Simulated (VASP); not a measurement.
# CaO (P3_212) in VASP: further runs

Runs on CaO. Level: PBE. Tasks: single point, relaxation of cell and atoms.

All numbers are computed with VASP 6.6.1; they aren't measurements. Logs are shortened: lines on timing, memory, paths and dates and some standing lists are left out, and cuts for length are marked.

### Step 1. The cell of the first run

Symmetry: P3_212, No. 153, trigonal system. The conventional cell has a = 3.916 Å, b = 3.916 Å, c = 6.401 Å, α = 90.00°, β = 90.00°, γ = 120.00°. Within 2.9 Å of Ca (site symmetry 2) lie 5 O at 2.20 to 2.40 Å and 2 Ca at 2.86 Å. Within 2.9 Å of O (site symmetry 2) lie 5 Ca at 2.20 to 2.40 Å and 2 O at 2.86 Å.

### Step 2. Single point, PBE

INCAR reads:

```
ALGO = Normal ; EDIFF = 1E-7
ENCUT = 520 ; GGA = PE
ISIF = 2 ; ISMEAR = 0
LASPH = True ; LCHARG = False
LREAL = False ; LWAVE = False
NBANDS = 33 ; NELM = 100
PREC = Accurate ; SIGMA = 0.1
```

KPOINTS reads:

```
k-points
0
Gamma
  6 6 4
```

POSCAR reads:

```
CaO
1.0
    3.9155843200      0.0000000000      0.0000000000
   -1.9577921600      3.3909954900      0.0000000000
    0.0000000000      0.0000000000      6.4006251800
Ca O
3 3
Direct
    0.1620798500      0.8379201500      0.6666666700
    0.1620798500      0.3241597000      0.3333333300
    0.6758403000      0.8379201500      0.0000000000
    0.8379201500      0.1620798500      0.6666666700
    0.8379201500      0.6758403000      0.3333333300
    0.3241597000      0.1620798500      0.0000000000
```

Potentials or basis: VASP PAW PBE potentials, release 64 (Ca_sv, O).

Run with:

```console
> cat potpaw_PBE.64/Ca_sv/POTCAR potpaw_PBE.64/O/POTCAR > POTCAR
> mpirun -np 1 vasp_std > vasp.out
```

OUTCAR:

```text
EDIFF = 1E-7
   ENCUT = 520
   GGA = PE
   ISIF = 2
   ISMEAR = 0
   LASPH = True
   LREAL = False
   NELM = 100
   PREC = Accurate

 ion  position               nearest neighbor table
   1  0.162  0.838  0.667-   4 2.20   4 2.29   4 2.29   6 2.40   5 2.40   3 2.86   2 2.86   3 2.93
                             2 2.93
   2  0.162  0.324  0.333-   5 2.20   5 2.29   5 2.29   6 2.40   4 2.40   3 2.86   1 2.86   3 2.93
                             1 2.93
   3  0.676  0.838  0.000-   6 2.20   6 2.29   6 2.29   4 2.40   5 2.40   2 2.86   1 2.86   2 2.93
                             1 2.93
   4  0.838  0.162  0.667-   1 2.20   1 2.29   1 2.29   3 2.40   2 2.40
   5  0.838  0.676  0.333-   2 2.20   2 2.29   2 2.29   3 2.40   1 2.40
   6  0.324  0.162  0.000-   3 2.20   3 2.29   3 2.29   1 2.40   2 2.40

  LATTYP: Found a hexagonal cell.
 ALAT       =     3.9155843200
 C/A-ratio  =     1.6346539001

  Lattice vectors:

 A1 = (   3.9155843200,   0.0000000000,   0.0000000000)
 A2 = (  -1.9577921600,   3.3909954900,   0.0000000000)
 A3 = (   0.0000000000,   0.0000000000,   6.4006251800)

Analysis of symmetry for initial positions (statically):
=====================================================================
 Subroutine PRICEL returns:
 Original cell was already a primitive cell.

 Routine SETGRP: Setting up the symmetry group for a
 hexagonal supercell.

 Subroutine GETGRP returns: Found  6 space group operations
 (whereof  2 operations were pure point group operations)
 out of a pool of 24 trial point group operations.

The static configuration has the point symmetry C_2 .
 The point group associated with its full space group is D_3 .

Analysis of symmetry for dynamics (positions and initial velocities):
=====================================================================
 Subroutine PRICEL returns:
 Original cell was already a primitive cell.

 Routine SETGRP: Setting up the symmetry group for a
 hexagonal supercell.

 Subroutine GETGRP returns: Found  6 space group operations
 (whereof  2 operations were pure point group operations)
 out of a pool of 24 trial point group operations.

The dynamic configuration has the point symmetry C_2 .
 The point group associated with its full space group is D_3 .

 Subroutine INISYM returns: Found  6 space group operations
 (whereof  2 operations are pure point group operations),
 and found     1 'primitive' translations

----------------------------------------------------------------------------------------

                                     Primitive cell

  volume of cell :      84.9858

  direct lattice vectors                    reciprocal lattice vectors
     3.915584320  0.000000000  0.000000000     0.255389724  0.147449326  0.000000000
    -1.957792160  3.390995490  0.000000000     0.000000000  0.294898652  0.000000000
     0.000000000  0.000000000  6.400625180     0.000000000  0.000000000  0.156234738

  length of vectors
     3.915584320  3.915584318  6.400625180     0.294898652  0.294898652  0.156234738

  position of ions in fractional coordinates (direct lattice)
     0.162079850  0.837920150  0.666666670
     0.162079850  0.324159700  0.333333330
     0.675840300  0.837920150  0.000000000
     0.837920150  0.162079850  0.666666670
     0.837920150  0.675840300  0.333333330
     0.324159700  0.162079850  0.000000000

  ion indices of the primitive-cell ions
   primitive index   ion index
                 1           1
                 2           2
                 3           3
                 4           4
                 5           5
                 6           6

----------------------------------------------------------------------------------------

 KPOINTS: k-points

Automatic generation of k-mesh.
 Grid dimensions read from file:
 generate k-points for:    6    6    4

 Generating k-lattice:

  Cartesian coordinates                     Fractional coordinates (reciprocal lattice)
     0.042564954  0.024574888  0.000000000     0.166666667  0.000000000  0.000000000
[... 56 lines left out ...]

 k-point     2 :       0.1667    0.0000    0.0000
  band No.  band energies     occupation
      1     -35.7364      2.00000
      2     -35.5043      2.00000
      3     -35.4909      2.00000
      4     -17.4041      2.00000
      5     -17.3114      2.00000
      6     -17.0021      2.00000
[... 25 lines left out ...]
     32       9.8777      0.00000
     33      10.6334      0.00000

 k-point     3 :       0.3333    0.0000    0.0000
  band No.  band energies     occupation
      1     -35.6871      2.00000
      2     -35.5345      2.00000
      3     -35.4850      2.00000
      4     -17.6008      2.00000
      5     -17.4087      2.00000
      6     -17.1373      2.00000
[... 25 lines left out ...]
     32      10.1633      0.00000
     33      10.4063      0.00000

 k-point     4 :       0.5000    0.0000    0.0000
  band No.  band energies     occupation
      1     -35.6506      2.00000
      2     -35.5615      2.00000
      3     -35.4821      2.00000
      4     -17.6789      2.00000
      5     -17.4565      2.00000
      6     -17.2811      2.00000
[... 25 lines left out ...]
     32      10.0392      0.00000
     33      10.7368      0.00000

 k-point     5 :       0.1667    0.1667    0.0000
  band No.  band energies     occupation
      1     -35.7012      2.00000
      2     -35.5248      2.00000
      3     -35.4868      2.00000
      4     -17.5375      2.00000
      5     -17.3979      2.00000
      6     -17.0520      2.00000
[... 604 lines left out ...]
 k-point    22 :       0.1667    0.1667    0.5000
  band No.  band energies     occupation
      1     -35.6549      2.00000
      2     -35.6175      2.00000
      3     -35.4405      2.00000
      4     -17.4600      2.00000
      5     -17.3816      2.00000
      6     -17.2607      2.00000
[... 25 lines left out ...]
     32      10.0405      0.00000
     33      10.4226      0.00000

 k-point    23 :       0.3333    0.1667    0.5000
  band No.  band energies     occupation
      1     -35.6455      2.00000
      2     -35.5694      2.00000
      3     -35.4793      2.00000
      4     -17.6221      2.00000
      5     -17.5337      2.00000
      6     -17.2802      2.00000
[... 25 lines left out ...]
     32      10.3790      0.00000
     33      10.6812      0.00000

 k-point    24 :       0.3333    0.3333    0.5000
  band No.  band energies     occupation
      1     -35.6413      2.00000
      2     -35.5389      2.00000
      3     -35.5077      2.00000
      4     -17.6493      2.00000
      5     -17.5640      2.00000
      6     -17.3218      2.00000
[... 25 lines left out ...]
     32      10.1709      0.00000
     33      10.7158      0.00000

------------------------ aborting loop because EDIFF is reached ----------------------------------------

  FORCE on cell =-STRESS in cart. coord.  units (eV):
  Direction    XX          YY          ZZ          XY          YZ          ZX
  --------------------------------------------------------------------------------------
  -------------------------------------------------------------------------------------
  Total        2.4294863      2.4294863     11.1451003      0.0000000      0.0000000      0.0000000
  in kB       45.8014107     45.8014106    210.1107997      0.0000000      0.0000000      0.0000000
  external PRESSURE =     100.5712070 kB  Pullay stress =       0.0000000 kB

 VOLUME and BASIS-vectors are now :
 -----------------------------------------------------------------------------
  energy-cutoff  :      520.00
  volume of cell :       84.99
      direct lattice vectors                 reciprocal lattice vectors
     3.915584320  0.000000000  0.000000000     0.255389724  0.147449326  0.000000000
    -1.957792160  3.390995490  0.000000000     0.000000000  0.294898652  0.000000000
     0.000000000  0.000000000  6.400625180     0.000000000  0.000000000  0.156234738

 POSITION                                       TOTAL-FORCE (eV/Angst)
 -----------------------------------------------------------------------------------
     -1.00584      2.84138      4.26708         0.160809     -0.092843     -0.000000
     -0.00000      1.09922      2.13354         0.000000      0.185687      0.000000
      1.00584      2.84138      0.00000        -0.160809     -0.092843     -0.000000
      2.96363      0.54961      4.26708        -0.042111      0.024313     -0.000000
      1.95779      2.29177      2.13354         0.000000     -0.048625      0.000000
      0.95196      0.54961      0.00000         0.042111      0.024313     -0.000000
 -----------------------------------------------------------------------------------
    total drift:                               -0.000027     -0.000002     -0.000000

  FREE ENERGIE OF THE ION-ELECTRON SYSTEM (eV)
  ---------------------------------------------------
  free  energy   TOTEN  =       -34.7822359827 eV

  energy  without entropy=      -34.7822359827  energy(sigma->0) =      -34.78223598
```

It took 63 s on 1 thread of Intel Xeon 6975P-C (Granite Rapids), shared host; peak memory 0.21 GiB.

What came out:

- Free energy: -34.7822 eV
- Pressure: 10.1 GPa
- Largest force: 0.186 eV/Å
- Band gap on the k mesh: 2.42 eV, direct

Forces on the atoms (eV/Å):
```
Ca   0.161 -0.093  0.000
Ca   0.000  0.186  0.000
Ca  -0.161 -0.093  0.000
O   -0.042  0.024  0.000
O    0.000 -0.049  0.000
O    0.042  0.024  0.000
```

Stress tensor (GPa, compression positive):
```
 4.58  0.00  0.00
 0.00  4.58  0.00
 0.00  0.00 21.01
```

Levels at points of the mesh, in eV from the valence-band top:
| k point | band 21 | band 22 | band 23 | band 24 | band 25 | band 26 | band 27 | band 28 |
| --- | --- | --- | --- | --- | --- | --- | --- | --- |
| (0.00, 0.00, 0.00) | -1.67 | -1.33 | -1.33 | 0.00 | 2.42 | 4.02 | 4.02 | 5.78 |
| (0.50, 0.00, 0.00) | -1.30 | -1.29 | -0.78 | -0.44 | 3.37 | 4.19 | 4.88 | 5.01 |
| (0.00, 0.00, 0.50) | -1.83 | -1.13 | -1.04 | -1.04 | 3.77 | 3.77 | 4.07 | 4.31 |
| (0.50, 0.00, 0.50) | -1.30 | -1.06 | -0.89 | -0.43 | 3.83 | 4.22 | 4.39 | 4.79 |

A k mesh can miss the band edges.

### Step 3. Single point, PBE

This run uses another cell than the first one, of 17.21 Å³/atom, 1.215 times its volume.

INCAR reads:

```
SYSTEM = CaO
PREC = Accurate
ENCUT = 520
EDIFF = 1E-7
ISMEAR = 0
SIGMA = 0.1
LREAL = .False.
LASPH = .True.
NELM = 60
ALGO = Normal
ISIF = 2
LWAVE = .False.
LCHARG = .False.
GGA = PE
NBANDS = 33
```

KPOINTS reads:

```
Automatic mesh
0
Gamma
  6 6 4
  0 0 0
```

POSCAR reads:

```
CaO
1.0
    3.8355107339      0.0000000000      0.0000000000
   -1.9177553669      3.3216497320      0.0000000000
    0.0000000000      0.0000000000      8.1048337835
Ca O
3 3
Direct
    0.1627230928      0.8372769072      0.6666666667
    0.1627230928      0.3254461857      0.3333333333
    0.6745538143      0.8372769072      0.0000000000
    0.8351583073      0.1648416927      0.6666666667
    0.8351583073      0.6703166146      0.3333333333
    0.3296833854      0.1648416927      0.0000000000
```

Potentials or basis: VASP PAW PBE potentials, release 64 (Ca_sv, O).

Run with:

```console
> cat potpaw_PBE.64/Ca_sv/POTCAR potpaw_PBE.64/O/POTCAR > POTCAR
> mpirun -np 1 vasp_std > vasp.out
```

Run time: 80 s. Hardware: 1 thread of Intel Xeon 6975P-C (Granite Rapids), shared host; peak memory 0.24 GiB.

It converged, with:

* Free energy: -35.8165 eV
* Pressure: 0.6 GPa
* Largest force: 0.025 eV/Å
* Band gap on the k mesh: 2.18 eV, direct

Forces on the atoms (eV/Å):
```
Ca   0.022 -0.013  0.000
Ca   0.000  0.025  0.000
Ca  -0.022 -0.013  0.000
O   -0.004  0.003  0.000
O    0.000 -0.005  0.000
O    0.004  0.003  0.000
```

Stress tensor (GPa, compression positive):
```
0.77 0.00 0.00
0.00 0.77 0.00
0.00 0.00 0.16
```

Levels at points of the mesh, in eV from the valence-band top:
```
           k point  band 21  band 22  band 23  band 24  band 25  band 26  band 27  band 28
(0.00, 0.00, 0.00)    -1.42    -1.26    -1.26     0.00     2.18     5.19     5.19     5.92
(0.50, 0.00, 0.00)    -0.86    -0.84    -0.56    -0.49     4.18     4.49     4.75     5.46
(0.00, 0.00, 0.50)    -1.48    -1.16    -0.82    -0.82     3.59     3.59     5.36     5.37
(0.50, 0.00, 0.50)    -0.82    -0.68    -0.68    -0.45     4.35     4.51     4.70     5.16
```

A k mesh can miss the band edges. As with any semilocal functional, this PBE gap is likely too small.

### Step 4. Relaxation of cell and atoms, PBE

INCAR reads:

```
SYSTEM = CaO
  PREC = Accurate
  ENCUT = 600
  EDIFF = 1E-6
  ISMEAR = 0
  SIGMA = 0.1
  LREAL = .False.
  LASPH = .True.
  NELM = 80
  ALGO = Normal
  ISIF = 3
  LWAVE = .False.
  LCHARG = .False.
  GGA = PE
  IBRION = 2
  NSW = 90
  EDIFFG = -0.04
```

KPOINTS is that of step 3.

POSCAR reads:

```
CaO
1.0
    3.9155843200      0.0000000000      0.0000000000
   -1.9577921600      3.3909954900      0.0000000000
    0.0000000000      0.0000000000      6.4006251800
Ca O
3 3
Direct
    0.1620798500      0.8379201500      0.6666666700
    0.1620798500      0.3241597000      0.3333333300
    0.6758403000      0.8379201500      0.0000000000
    0.8379201500      0.1620798500      0.6666666700
    0.8379201500      0.6758403000      0.3333333300
    0.3241597000      0.1620798500      0.0000000000
```

Run with:

```console
> cat potpaw_PBE.64/Ca_sv/POTCAR potpaw_PBE.64/O/POTCAR > POTCAR
> mpirun -np 1 vasp_std > vasp.out
```

It took 5.1 min on 1 thread of Intel Xeon 6975P-C (Granite Rapids), shared host; peak memory 0.25 GiB.

Results (log left out):

* Free energy: -35.7748 eV
* Relaxed volume: 16.94 Å³/atom
* Relaxed cell: a = 3.857 Å, b = 3.857 Å, c = 7.892 Å, α = 90.00°, β = 90.00°, γ = 120.00°
* Space group after relaxing (to 0.05 Å): P3_212 (No. 153)
* Energy gained by relaxing: 164.0 meV/atom
* Ionic steps: 9
* Pressure after relaxing: -0.2 GPa
* Largest force after relaxing: 0.016 eV/Å
* Band gap on the k mesh: 2.21 eV, direct

Forces on the atoms (eV/Å):
```
Ca  -0.014  0.008  0.000
Ca   0.000 -0.016  0.000
Ca   0.014  0.008  0.000
O   -0.014  0.008  0.000
O    0.000 -0.016  0.000
O    0.014  0.008  0.000
```

Stress tensor (GPa, compression positive):
```
-0.34  0.00  0.00
 0.00 -0.34  0.00
 0.00  0.00  0.01
```

Step by step:
```csv
step,energy change (eV),largest force (eV/Å),pressure (GPa),volume (Å³)
1,0.0000,0.1856,9.95,84.99
2,-0.6072,0.1733,-1.22,96.13
3,-0.6438,0.2307,-3.37,99.46
4,-0.9311,0.1439,0.44,98.06
5,-0.9454,0.2676,2.06,97.56
6,-0.9821,0.0744,0.67,100.49
7,-0.9838,0.0203,0.32,101.36
8,-0.9838,0.0252,0.34,101.28
9,-0.9842,0.0162,-0.22,101.66
```

Final structure:
```
Ca O
1.0
     3.85666    0.00000    0.00000
    -1.92833    3.33996    0.00000
     0.00000    0.00000    7.89194
Ca O
3 3
Direct
  0.16383 0.83617 0.66667
  0.16383 0.32766 0.33333
  0.67234 0.83617 0.00000
  0.83687 0.16313 0.66667
  0.83687 0.67374 0.33333
  0.32626 0.16313 0.00000
```

Levels at points of the mesh, in eV from the valence-band top:
```csv
k point,band 20,band 21,band 22,band 23,band 24,band 25,band 26,band 27,band 28
"(0.00, 0.00, 0.00)",-1.58,-1.46,-1.28,-1.28,0.00,2.21,5.04,5.04,5.78
"(0.50, 0.00, 0.00)",-1.23,-0.93,-0.92,-0.60,-0.48,4.12,4.42,4.67,5.38
"(0.00, 0.00, 0.50)",-1.53,-1.53,-1.17,-0.84,-0.84,3.62,3.62,5.16,5.18
"(0.50, 0.00, 0.50)",-1.17,-0.90,-0.73,-0.73,-0.45,4.34,4.43,4.59,5.06
```

Caveat: the volume moved by over 15 % at a fixed basis, so the end points are rough.

### Step 5. Single point, PBE

This run uses another cell than the first one, of 17.29 Å³/atom, 1.221 times its volume.

INCAR reads:

```
  PREC = Accurate
  ENCUT = 520
  EDIFF = 1E-6
  ISMEAR = 0
  SIGMA = 0.02
  LREAL = F
  LASPH = T
  NELM = 60
  ALGO = Normal
  ISIF = 2
  LWAVE = F
  LCHARG = F
  GGA = PE
  NBANDS = 33
```

KPOINTS reads:

```
Automatic mesh
0
Gamma
  12 12 4
```

POSCAR reads:

```
CaO
1.0
    3.8347068268      0.0000000000      0.0000000000
   -1.9173534134      3.3209535281      0.0000000000
    0.0000000000      0.0000000000      8.1467040853
Ca O
3 3
Direct
    0.1633096343      0.8366903657      0.6666666667
    0.1633096343      0.3266192686      0.3333333333
    0.6733807314      0.8366903657      0.0000000000
    0.8357115013      0.1642884987      0.6666666667
    0.8357115013      0.6714230025      0.3333333333
    0.3285769975      0.1642884987      0.0000000000
```

Run with:

```console
> cat potpaw_PBE.64/Ca_sv/POTCAR potpaw_PBE.64/O/POTCAR > POTCAR
> mpirun -np 1 vasp_std > vasp.out
```

Run time: 2.6 min. Hardware: 1 thread of Intel Xeon 6975P-C (Granite Rapids), shared host; peak memory 0.35 GiB.

Results (log left out):

* Free energy: -35.8171 eV
* Pressure: 0.5 GPa
* Largest force: 0.016 eV/Å
* Band gap on the k mesh: 2.17 eV, direct

Forces on the atoms (eV/Å):
```
Ca   0.014 -0.008  0.000
Ca   0.000  0.016  0.000
Ca  -0.014 -0.008  0.000
O   -0.014  0.008  0.000
O    0.000 -0.016  0.000
O    0.014  0.008  0.000
```

Stress tensor (GPa, compression positive):
```
 0.72  0.00  0.00
 0.00  0.72  0.00
 0.00  0.00 -0.01
```

Levels at points of the mesh, in eV from the valence-band top:
```
           k point  band 21  band 22  band 23  band 24  band 25  band 26  band 27  band 28
(0.00, 0.00, 0.00)    -1.41    -1.26    -1.26     0.00     2.17     5.21     5.21     5.93
(0.50, 0.00, 0.00)    -0.85    -0.83    -0.55    -0.49     4.18     4.50     4.76     5.46
(0.00, 0.00, 0.50)    -1.47    -1.16    -0.81    -0.81     3.57     3.57     5.37     5.40
(0.50, 0.00, 0.50)    -0.81    -0.68    -0.67    -0.45     4.35     4.52     4.71     5.17
```

### Step 6. Overview

| task | cell | k mesh | cutoff (eV) | smearing | gap on the mesh (eV) | pressure (GPa) | largest force (eV/Å) |
| --- | --- | --- | --- | --- | --- | --- | --- |
| single point | a = 3.916, b = 3.916, c = 6.401 Å, angles 90.0, 90.0, 120.0°, 6 atoms | 6 × 6 × 4 | 520 | gaussian 0.1 eV | 2.42 | 10.1 | 0.19 |
| single point | a = 3.836, b = 3.836, c = 8.105 Å, angles 90.0, 90.0, 120.0°, 6 atoms | 6 × 6 × 4 | 520 | gaussian 0.1 eV | 2.18 | 0.6 | 0.03 |
| relaxation of cell and atoms | relaxed from a = 3.916, b = 3.916, c = 6.401 Å, angles 90.0, 90.0, 120.0°, 6 atoms | 6 × 6 × 4 | 600 | gaussian 0.1 eV | 2.21 | -0.2 | 0.02 |
| single point | a = 3.835, b = 3.835, c = 8.147 Å, angles 90.0, 90.0, 120.0°, 6 atoms | 12 × 12 × 4 | 520 | gaussian 0.02 eV | 2.17 | 0.5 | 0.02 |

Alike in all rows: level PBE; potentials or basis VASP PAW PBE potentials, release 64 (Ca_sv, O); no spin polarisation.

Caveats: the volume moved by over 15 % at a fixed basis, so the end points are rough (some runs).

Absolute energies hang on the potentials; compare differences alone.
